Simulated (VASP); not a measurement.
Input of a VASP 6.6.1 run:

Contents of INCAR:

```
PREC = Accurate
ENCUT = 600
EDIFF = 1E-6
ISMEAR = 0
SIGMA = 0.01
LREAL = False
LASPH = True
NELM = 120
ALGO = Normal
ISIF = 2
LWAVE = False
LCHARG = False
GGA = CA
NBANDS = 11
GGA_COMPAT = False
```

Contents of KPOINTS:

```
regular mesh
0
Gamma
  4 4 4
```

POSCAR

```
BN
1.0
    0.0000000000      1.8048254535      1.8048254535
    1.8048254535      0.0000000000      1.8048254535
    1.8048254535      1.8048254535      0.0000000000
B N
1 1
Direct
    0.0000000000      0.0000000000      0.0000000000
    0.2500000000      0.2500000000      0.2500000000
```

Potentials or basis: VASP PAW LDA potentials, release 64 (B, N).

Command:

```console
$ cat potpaw_LDA.64/B/POTCAR potpaw_LDA.64/N/POTCAR > POTCAR
$ mpirun -np 1 vasp_std > vasp.out
```

(1) Predict the band gap on the k mesh.

(2) Estimate the pressure.

Answers

(1) 4.32 eV, indirect (least direct gap 8.68 eV).

(2) -8.0 GPa.

Caveat: the k points lie up to 0.75 Å⁻¹ apart.
